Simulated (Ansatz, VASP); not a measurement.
**Se in VASP and in Ansatz**

```
CELL_PARAMETERS angstrom
-1.71953 1.71953 1.71953
1.71953 -1.71953 1.71953
1.71953 1.71953 -1.71953
ATOMIC_POSITIONS crystal
Se 0.00000 0.00000 0.00000
```

Alike in both runs: task single point; functional PBE; k mesh 14 × 14 × 14; occupations fermi-dirac, width 0.1 eV; no spin polarisation.

```csv
,VASP,Ansatz
version,VASP 6.6.1,Ansatz 0.2.0
potentials or method,"VASP PAW PBE potentials, release 64 (Se), cutoff 520 eV","plane waves (420 eV) with PAW, scalar-relativistic"
valence electrons in the cell,6,16
```

```tsv
	VASP	Ansatz	Ansatz less VASP
pressure (GPa)	0.3	0.3	+0.01
```

The functional is the same, so the differences come from potentials, cutoffs and numerics. VASP's potentials hold 6 valence electrons a cell and Ansatz's 16, so a difference there can come from the potentials and not from the codes.
